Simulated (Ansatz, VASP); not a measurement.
C: VASP beside Ansatz

```
CELL_PARAMETERS angstrom
1.23242 0.71154 6.92881
-1.23242 0.71154 6.92881
0.00000 -1.42308 6.92881
ATOMIC_POSITIONS crystal
C 0.91883 0.91883 0.91883
C 0.25214 0.25214 0.25214
C 0.74786 0.74786 0.74786
C 0.08117 0.08117 0.08117
```

Alike in both runs: functional PBE; dispersion D3(BJ); k mesh 18 × 18 × 18; occupations gaussian, width 0.01 eV; no spin polarisation.

Ansatz relaxed the structure, and its values are those at the end. VASP's run is a single point on that final structure, the one shown.

```csv
,VASP,Ansatz
version,VASP 6.6.1,Ansatz 0.2.0
potentials or method,"VASP PAW PBE potentials, release 64 (C), cutoff 520 eV","scalar-relativistic, plane waves, PAW"
valence electrons in the cell,16,16
```

```tsv
	VASP	Ansatz	Ansatz less VASP
gap on the k mesh at the Fermi level (eV)	0.25	0.25	0.000
least direct gap on the mesh (eV)	0.25	0.25	0.000
pressure (GPa)	0.4	0.0	-0.43
```
